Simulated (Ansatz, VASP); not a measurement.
**One calculation of Au, two programs**

```
Au
1.0
     2.91621    0.00000    0.00000
     0.00000    2.91621    0.00000
     0.00000    0.00000   25.31035
Au
6
Direct
  0.50000 0.50000 0.29632
  0.00000 0.00000 0.37779
  0.50000 0.50000 0.45926
  0.00000 0.00000 0.54074
  0.50000 0.50000 0.62221
  0.00000 0.00000 0.70368
```

Alike in both runs: task single point; functional r2SCAN; k mesh 12 × 12 × 3; occupations gaussian, width 0.1 eV; no spin polarisation.

|  | VASP | Ansatz |
| --- | --- | --- |
| version | VASP 6.6.1 | Ansatz 0.2.0 |
| potentials or method | VASP PAW PBE potentials, release 64 (Au), cutoff 520 eV | scalar-relativistic, plane waves, PAW |
| valence electrons in the cell | 66 | 114 |

```tsv
	VASP	Ansatz	Ansatz less VASP
gap on the k mesh at the Fermi level (eV)	none	none	-
rms of the force components (eV/Å)	0.044	0.047	+0.0035
```

VASP's potentials were made for PBE, not for r2SCAN. Atom by atom the forces differ by 0.005 eV/Å (rms over components). A gap of «none» marks a metal or a gap that the smearing closes. VASP's potentials hold 66 valence electrons a cell and Ansatz's 114, so a difference there can come from the potentials and not from the codes.

Spin-orbit coupling is off throughout.
